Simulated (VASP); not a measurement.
Wanted: the native input for a VASP 6.6.1 run.

* Task: relaxation of shape and atoms at fixed volume
* Functional: PBEsol
* Potentials or basis: VASP PAW PBE potentials, release 64 (As)
* Cutoff: 600 eV
* k mesh: 14 × 14 × 8
* Occupations: fermi-dirac, width 0.08 eV
* Spin: no spin polarisation
* Dipole correction: no
* Further INCAR settings: ALGO = Normal; EDIFF = 1e-07; IBRION = 2; EDIFFG = -0.005; NSW = 50; ISIF = 4

The structure of As lies in POSCAR:

```
As
1.0
    2.5921827178      0.0000000000      0.0000000000
   -1.2960913589      2.2448960848      0.0000000000
    0.0000000000      0.0000000000      4.3007059986
As
2
Direct
    0.3333333333      0.6666666667      0.2500000000
    0.6666666667      0.3333333333      0.7500000000
```

One way to write it, as run:

INCAR

```
SYSTEM = As
ALGO = Normal
EDIFF = 1E-7
EDIFFG = -0.005
ENCUT = 600
GGA = PS
IBRION = 2
ISIF = 4
ISMEAR = -1
LASPH = .TRUE.
LCHARG = .FALSE.
LREAL = .FALSE.
LWAVE = .FALSE.
NELM = 100
NSW = 50
PREC = Accurate
SIGMA = 0.08
```

KPOINTS

```
k-points
0
G
  14 14 8
  0 0 0
```

Potentials or basis: VASP PAW PBE potentials, release 64 (As).

The run is started by

```console
$ cat potpaw_PBE.64/As/POTCAR > POTCAR
$ mpirun -np 1 vasp_std > vasp.out
```

It gave:

- Energy gained by relaxing: 0.8 meV/atom
- Ionic steps: 3
- Pressure after relaxing: 82.0 GPa
- Band gap on the k mesh: zero (band 5 reaches 20.37 eV, above the bottom of band 6 at 6.50 eV)

Caveat: the PAW data sets were made with another functional, which shifts forces and pressure a little.

Run time: 55 s on 1 thread of AMD EPYC 9R45 (Zen 5), on a shared host, peak memory 0.14 GiB.
